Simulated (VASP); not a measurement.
# V in VASP: notebook

Aim: see how the results for V move with the level of theory and the settings. Levels: PBE, LDA. Tasks: single point.

All numbers are computed with VASP 6.6.1; they aren't measurements. Logs are shortened: lines on timing, memory, paths and dates and some standing lists are left out, and cuts for length are marked.

## 1. The cell of the first run

Symmetry: I4/mmm, No. 139, tetragonal system. Conventional cell: a = 2.968 Å, b = 2.968 Å, c = 3.029 Å, α = 90.00°, β = 90.00°, γ = 90.00°. Within 3.4 Å of V (site symmetry 4/mmm) lie 14 V at 2.59 to 3.03 Å.

## 2. Single point, PBE, collinear spin, ferromagnetic start

INCAR

```
  PREC = Accurate
  ENCUT = 520
  EDIFF = 1E-6
  ISMEAR = -1
  SIGMA = 0.05
  LREAL = False
  LASPH = True
  NELM = 150
  ALGO = Normal
  ISIF = 2
  LWAVE = False
  LCHARG = False
  ISPIN = 2
  MAGMOM = 2
  LORBIT = 11
  LMAXMIX = 4
  GGA = PE
  NBANDS = 16
```

KPOINTS

```
regular mesh
0
Gamma
  9 9 9
```

POSCAR

```
V
1.0
   -1.4840630000      1.4840630000      1.5143500000
    1.4840630000     -1.4840630000      1.5143500000
    1.4840630000      1.4840630000     -1.5143500000
V
1
Direct
    0.0000000000      0.0000000000      0.0000000000
```

Potentials or basis: VASP PAW PBE potentials, release 64 (V_sv).

The run is started by

```bash
$ cat potpaw_PBE.64/V_sv/POTCAR > POTCAR
$ mpirun -np 1 vasp_std > vasp.out
```

OUTCAR:

```text
PREC = Accurate
   ENCUT = 520
   EDIFF = 1E-6
   ISMEAR = -1
   LREAL = False
   LASPH = True
   NELM = 150
   ISIF = 2
   ISPIN = 2
   LORBIT = 11
   GGA = PE

 ion  position               nearest neighbor table
   1  0.000  0.000  0.000-

  LATTYP: Found a body centered tetragonal cell.
 ALAT       =     2.9681260000
 C/A-ratio  =     1.0204081633

  Lattice vectors:

 A1 = (  -1.4840630000,   1.4840630000,   1.5143500000)
 A2 = (   1.4840630000,  -1.4840630000,   1.5143500000)
 A3 = (   1.4840630000,   1.4840630000,  -1.5143500000)

Analysis of symmetry for initial positions (statically):
=====================================================================
 Subroutine PRICEL returns:
 Original cell was already a primitive cell.

 Routine SETGRP: Setting up the symmetry group for a
 body centered tetragonal supercell.

 Subroutine GETGRP returns: Found 16 space group operations
 (whereof 16 operations were pure point group operations)
 out of a pool of 16 trial point group operations.

The static configuration has the point symmetry D_4h.

Analysis of symmetry for dynamics (positions and initial velocities):
=====================================================================
 Subroutine PRICEL returns:
 Original cell was already a primitive cell.

 Routine SETGRP: Setting up the symmetry group for a
 body centered tetragonal supercell.

 Subroutine GETGRP returns: Found 16 space group operations
 (whereof 16 operations were pure point group operations)
 out of a pool of 16 trial point group operations.

The dynamic configuration has the point symmetry D_4h.

Analysis of structural, dynamic, and magnetic symmetry:
=====================================================================
 Subroutine PRICEL returns:
 Original cell was already a primitive cell.

 Routine SETGRP: Setting up the symmetry group for a
 body centered tetragonal supercell.

 Subroutine GETGRP returns: Found 16 space group operations
 (whereof 16 operations were pure point group operations)
 out of a pool of 16 trial point group operations.

The overall configuration has the point symmetry D_4h.

 Subroutine INISYM returns: Found 16 space group operations
 (whereof 16 operations are pure point group operations),
 and found     1 'primitive' translations

----------------------------------------------------------------------------------------

                                     Primitive cell

  volume of cell :      13.3411

  direct lattice vectors                    reciprocal lattice vectors
    -1.484063000  1.484063000  1.514350000     0.000000000  0.336912921  0.330174662
     1.484063000 -1.484063000  1.514350000     0.336912921  0.000000000  0.330174662
     1.484063000  1.484063000 -1.514350000     0.336912921  0.336912921  0.000000000

  length of vectors
     2.588076873  2.588076873  2.588076873     0.471726217  0.471726217  0.476466822

  position of ions in fractional coordinates (direct lattice)
     0.000000000  0.000000000  0.000000000

  ion indices of the primitive-cell ions
   primitive index   ion index
                 1           1

----------------------------------------------------------------------------------------

 KPOINTS: regular mesh

Automatic generation of k-mesh.
 Grid dimensions read from file:
 generate k-points for:    9    9    9

 Generating k-lattice:

  Cartesian coordinates                     Fractional coordinates (reciprocal lattice)
     0.000000000  0.037434769  0.036686074     0.111111111  0.000000000 -0.000000000
     0.037434769  0.000000000  0.036686074     0.000000000  0.111111111 -0.000000000
     0.037434769  0.037434769  0.000000000     0.000000000  0.000000000  0.111111111

  Length of vectors
     0.052414024  0.052414024  0.052940758

  Shift w.r.t. Gamma in fractional coordinates (k-lattice)
     0.000000000  0.000000000  0.000000000

 Subroutine IBZKPT returns following result:
 ===========================================

 Found     75 irreducible k-points:

 Following reciprocal coordinates:
            Coordinates               Weight
  0.000000  0.000000  0.000000      1.000000
  0.111111  0.000000 -0.000000      8.000000
  0.222222  0.000000 -0.000000      8.000000
  0.333333  0.000000 -0.000000      8.000000
  0.444444  0.000000 -0.000000      8.000000
  0.111111  0.111111 -0.000000      8.000000
[... 16 lines left out ...]
 -0.333333  0.333333  0.000000      4.000000
  0.444444  0.444444 -0.000000      8.000000
 [... further k-points ...]
   k-points           NKPTS =     75   k-points in BZ     NKDIM =     75   number of bands    NBANDS=     16
   number of dos      NEDOS =    301   number of ions     NIONS =      1
   total plane-waves  NPLWV =   8000
   dimension x,y,z NGX =    20 NGY =   20 NGZ =   20
   dimension x,y,z NGXF=    40 NGYF=   40 NGZF=   40
   ions per type =               1
   NGX,Y,Z   is equivalent  to a cutoff of  12.85, 12.85, 12.85 a.u.
   NGXF,Y,Z  is equivalent  to a cutoff of  25.69, 25.69, 25.69 a.u.
 SYSTEM =  unknown system
   PREC   = accura    normal or accurate (medium, high low for compatibility)
   ISTART =      0    job   : 0-new  1-cont  2-samecut
   ICHARG =      2    charge: 1-file 2-atom 10-const
   ISPIN  =      2    spin polarized calculation?
   LNONCOLLINEAR =      F non collinear calculations
   LSORBIT =      F    spin-orbit coupling
   LASPH  =      T    aspherical Exc in radial PAW
   ENCUT  =  520.0 eV  38.22 Ry    6.18 a.u.   4.81  4.81  4.81*2*pi/ulx,y,z
   NELM   =    150;   NELMIN=  2; NELMDL= -5     # of ELM steps
   EDIFF  = 0.1E-05   stopping-criterion for ELM
   LREAL  =      F    real-space projection
[... 7 lines left out ...]
   TEBEG  =    0.0;   TEEND  =   0.0 temperature during run
   PSTRESS=    0.0 pullay stress
   NELECT =      13.0000    total number of electrons
   NUPDOWN=      -1.0000    fix difference up-down
   EMIN   =  10.00;   EMAX   =-10.00  energy-range for DOS
   EFERMI =   0.00;   METHOD = LEGACY
   ISMEAR =    -1;   SIGMA  =   0.05  broadening in eV -4-tet -1-fermi 0-gaus
   EFERMI_NEDOS =   21; number of points for ismear=-14 and -15
   IALGO  =     38    algorithm
   IMIX   =      4    mixing-type and parameters
     AMIX     =   0.40;   BMIX     =  1.00
     AMIX_MAG =   1.60;   BMIX_MAG =  1.00
  volume/ion in A,a.u.               =      13.34        90.03
  Fermi-wavevector in a.u.,A,eV,Ry     =   1.623027  3.067076 35.840676  2.634215
  Thomas-Fermi vector in A             =   2.716544
   LORBIT       =     11    0 simple, 1 ext, 2 COOP (PROOUT), +10 PAW based schemes
   GGA     = PE    functional components
   LHFCALC =     F    Hartree Fock is set to
   AEXX    =    0.0000 exact exchange contribution
   IVDW    =     0    specifies the selected vdW correction
   LEPSILON=     F    determine dielectric tensor
   LRPA    =     F    only Hartree local field effects (RPA)
 spin polarized calculation
  energy-cutoff  :      520.00
  volume of cell :       13.34
 maximum number of plane-waves:       370
   NGX =  9   NGY =  9   NGZ =  9

 number of electron      12.9999992 magnetization       0.0016471

 number of electron      12.9999992 magnetization      -0.0000616

 Free energy of the ion-electron system (eV)
  ---------------------------------------------------
  ext. energy  EPLUGINS =         0.00000000
  ---------------------------------------------------
  free energy    TOTEN  =        -8.99428348 eV

  energy without entropy =       -8.97612101  energy(sigma->0) =       -8.98520224

 E-fermi :   9.8979     XC(G=0): -12.9529

 val. band max:        9.8953523418   @ k =   0.3333   0.1111   0.1111
 cond. band min:       9.8980555113   @ k =  -0.2222   0.1111   0.0000
 fundamental gap:      0.0027031695
 Fermi energy:         9.8979446997

 spin component 1

 k-point     1 :       0.0000    0.0000    0.0000
  band No.  band energies     occupation
      1     -53.8509      1.00000
      2     -27.1387      1.00000
      3     -27.1387      1.00000
      4     -27.1343      1.00000
      5       3.2207      1.00000
      6      10.2109      0.00191
[... 8 lines left out ...]
     15      37.5517      0.00000
     16      41.6691      0.00000

 k-point     2 :       0.1111    0.0000   -0.0000
  band No.  band energies     occupation
      1     -53.8273      1.00000
      2     -27.2498      1.00000
      3     -27.1725      1.00000
      4     -27.1367      1.00000
      5       3.7117      1.00000
      6      10.0802      0.02544
[... 8 lines left out ...]
     15      37.9681      0.00000
     16      38.8000      0.00000
[... 387 lines left out ...]
      5       6.3155      1.00000
      6       8.9375      1.00000
[... 8 lines left out ...]
     15      36.2443      0.00000
     16      39.7548      0.00000

 k-point    24 :       0.4444    0.4444   -0.0000
  band No.  band energies     occupation
      1     -53.6371      1.00000
      2     -28.0270      1.00000
      3     -27.4671      1.00000
      4     -27.1945      1.00000
      5       6.9119      1.00000
      6       8.6281      1.00000
[... 8 lines left out ...]
     15      38.3254      0.00000
     16      38.5546      0.00000

 [... further k-points ...]

 spin component 2

 k-point     1 :       0.0000    0.0000    0.0000
  band No.  band energies     occupation
      1     -53.8510      1.00000
      2     -27.1387      1.00000
      3     -27.1387      1.00000
      4     -27.1343      1.00000
      5       3.2206      1.00000
      6      10.2109      0.00191
[... 8 lines left out ...]
     15      37.5516      0.00000
     16      41.6691      0.00000

 k-point     2 :       0.1111    0.0000   -0.0000
  band No.  band energies     occupation
      1     -53.8274      1.00000
      2     -27.2498      1.00000
      3     -27.1725      1.00000
      4     -27.1367      1.00000
      5       3.7117      1.00000
      6      10.0802      0.02546
[... 8 lines left out ...]
     15      37.9681      0.00000
     16      38.8000      0.00000
[... 387 lines left out ...]
      5       6.3154      1.00000
      6       8.9374      1.00000
[... 8 lines left out ...]
     15      36.2443      0.00000
     16      39.7548      0.00000

 k-point    24 :       0.4444    0.4444   -0.0000
  band No.  band energies     occupation
      1     -53.6372      1.00000
      2     -28.0271      1.00000
      3     -27.4672      1.00000
      4     -27.1945      1.00000
      5       6.9118      1.00000
      6       8.6281      1.00000
[... 8 lines left out ...]
     15      38.3254      0.00000
     16      38.5545      0.00000

 [... further k-points ...]
[... 5 lines left out ...]
  --------------------------------------------------------------------------------------
  -------------------------------------------------------------------------------------
  Total        0.1647025      0.1647025      0.0253532      0.0000000      0.0000000      0.0000000
  in kB       19.7797085     19.7797085      3.0447529      0.0000000      0.0000000      0.0000000
  external PRESSURE =      14.2013900 kB  Pullay stress =       0.0000000 kB

 VOLUME and BASIS-vectors are now :
 -----------------------------------------------------------------------------
  energy-cutoff  :      520.00
  volume of cell :       13.34
      direct lattice vectors                 reciprocal lattice vectors
    -1.484063000  1.484063000  1.514350000     0.000000000  0.336912921  0.330174662
     1.484063000 -1.484063000  1.514350000     0.336912921  0.000000000  0.330174662
     1.484063000  1.484063000 -1.514350000     0.336912921  0.336912921  0.000000000

 POSITION                                       TOTAL-FORCE (eV/Angst)
 -----------------------------------------------------------------------------------
      0.00000      0.00000      0.00000         0.000000     -0.000000      0.000000
 -----------------------------------------------------------------------------------
    total drift:                                0.000000      0.000000      0.000000

  FREE ENERGIE OF THE ION-ELECTRON SYSTEM (eV)
  ---------------------------------------------------
  free  energy   TOTEN  =        -8.9942834785 eV

  energy  without entropy=       -8.9761210111  energy(sigma->0) =       -8.98520224

 total charge

# of ion       s       p       d       tot
------------------------------------------
    1        2.342   6.221   3.110  11.673

 magnetization (x)

# of ion       s       p       d       tot
------------------------------------------
    1        0.000  -0.000  -0.000  -0.000
```

Run time: 16 s. Hardware: 1 thread of Intel Xeon 6975P-C (Granite Rapids), shared host; peak memory 0.14 GiB.

What came out:

* Free energy: -8.9943 eV
* Pressure: 1.4 GPa
* Net moment: 0.00 μB per cell
* Valence electrons inside the program's atomic spheres: V 11.67

Stress tensor (GPa, compression positive):
```
1.98 0.00 0.00
0.00 1.98 0.00
0.00 0.00 0.30
```

Levels at points of the mesh, in eV from the Fermi level:
Spin up:
```
           k point  band 3  band 4  band 5  band 6  band 7  band 8  band 9  band 10
(0.00, 0.00, 0.00)  -37.04  -37.03   -6.68    0.31    0.31    0.47    2.30     2.49
```
Spin down:
| k point | band 4 | band 5 | band 6 | band 7 | band 8 | band 9 |
| --- | --- | --- | --- | --- | --- | --- |
| (0.00, 0.00, 0.00) | -37.03 | -6.68 | 0.31 | 0.31 | 0.47 | 2.30 |

## 3. Single point, PBE, collinear spin, ferromagnetic start

This run uses another cell than the first one, of 12.80 Å³/atom, 0.960 times its volume.

INCAR

```
PREC = Accurate ; ENCUT = 520
EDIFF = 1E-6 ; ISMEAR = -1
SIGMA = 0.05 ; LREAL = False
LASPH = True ; NELM = 150
ALGO = Normal ; ISIF = 2
LWAVE = False ; LCHARG = False
ISPIN = 2 ; MAGMOM = 2
LORBIT = 11 ; LMAXMIX = 4
GGA = PE ; NBANDS = 16
```

KPOINTS

```
Automatic mesh
0
Gamma
  9 9 9
```

POSCAR

```
V
1.0
   -1.4537760000      1.4537760000      1.5143500000
    1.4537760000     -1.4537760000      1.5143500000
    1.4537760000      1.4537760000     -1.5143500000
V
1
Direct
    0.0000000000      0.0000000000      0.0000000000
```

Potentials or basis: VASP PAW PBE potentials, release 64 (V_sv).

The run is started by

```bash
$ cat potpaw_PBE.64/V_sv/POTCAR > POTCAR
$ mpirun -np 1 vasp_std > vasp.out
```

Run time: 38 s. Hardware: 1 thread of Intel Xeon 8259CL, shared host; peak memory 0.14 GiB.

Results (log left out):

| Item | Value |
| --- | --- |
| Free energy | -8.9713 eV |
| Pressure | 9.9 GPa |
| Net moment | 0.00 μB per cell |
| Valence electrons inside the program's atomic spheres | V 11.75 |

Stress tensor (GPa, compression positive):
```
11.97  0.00  0.00
 0.00 11.97  0.00
 0.00  0.00  5.63
```

Levels at points of the mesh, in eV from the Fermi level:
Spin up:
| k point | band 2 | band 3 | band 4 | band 5 | band 6 | band 7 | band 8 | band 9 | band 10 | band 11 |
| --- | --- | --- | --- | --- | --- | --- | --- | --- | --- | --- |
| (0.00, 0.00, 0.00) | -36.92 | -36.92 | -36.92 | -6.77 | 0.26 | 0.26 | 0.60 | 2.30 | 2.69 | 20.26 |
Spin down:
```tsv
k point	band 2	band 3	band 4	band 5	band 6	band 7	band 8	band 9	band 10	band 11
(0.00, 0.00, 0.00)	-36.92	-36.92	-36.92	-6.77	0.26	0.26	0.60	2.30	2.69	20.26
```

## 4. Single point, PBE, collinear spin, ferromagnetic start

This run uses another cell than the first one, of 12.80 Å³/atom, 0.960 times its volume.

INCAR

```
SYSTEM = V
ALGO = Normal
EDIFF = 1E-6
ENCUT = 520
GGA = PE
ISIF = 2
ISMEAR = -1
ISPIN = 2
LASPH = .TRUE.
LCHARG = .FALSE.
LMAXMIX = 4
LORBIT = 11
LREAL = .FALSE.
LWAVE = .FALSE.
MAGMOM = 2
NBANDS = 16
NELM = 150
PREC = Accurate
SIGMA = 0.05
```

KPOINTS

```
k-points
0
G
  9 9 9
  0 0 0
```

POSCAR is that of step 3.

The run is started by

```bash
$ cat potpaw_PBE.64/V_sv/POTCAR > POTCAR
$ mpirun -np 1 vasp_std > vasp.out
```

Wall time 30 s (1 thread of Intel Xeon 8259CL, shared host); peak memory 0.15 GiB.

It converged, with:

| Property | Result |
| --- | --- |
| Free energy | -8.9713 eV |
| Pressure | 9.9 GPa |
| Net moment | 0.00 μB per cell |
| Valence electrons inside the program's atomic spheres | V 11.75 |

Stress tensor (GPa, compression positive):
```
11.97  0.00  0.00
 0.00 11.97  0.00
 0.00  0.00  5.63
```

Levels at points of the mesh, in eV from the Fermi level:
Spin up:
```tsv
k point	band 2	band 3	band 4	band 5	band 6	band 7	band 8	band 9	band 10	band 11
(0.00, 0.00, 0.00)	-36.92	-36.92	-36.92	-6.77	0.26	0.26	0.60	2.30	2.69	20.26
```
Spin down:
```tsv
k point	band 4	band 5	band 6	band 7	band 8	band 9
(0.00, 0.00, 0.00)	-36.92	-6.77	0.26	0.26	0.60	2.30
```

(Part 1 of 2 ends here.)
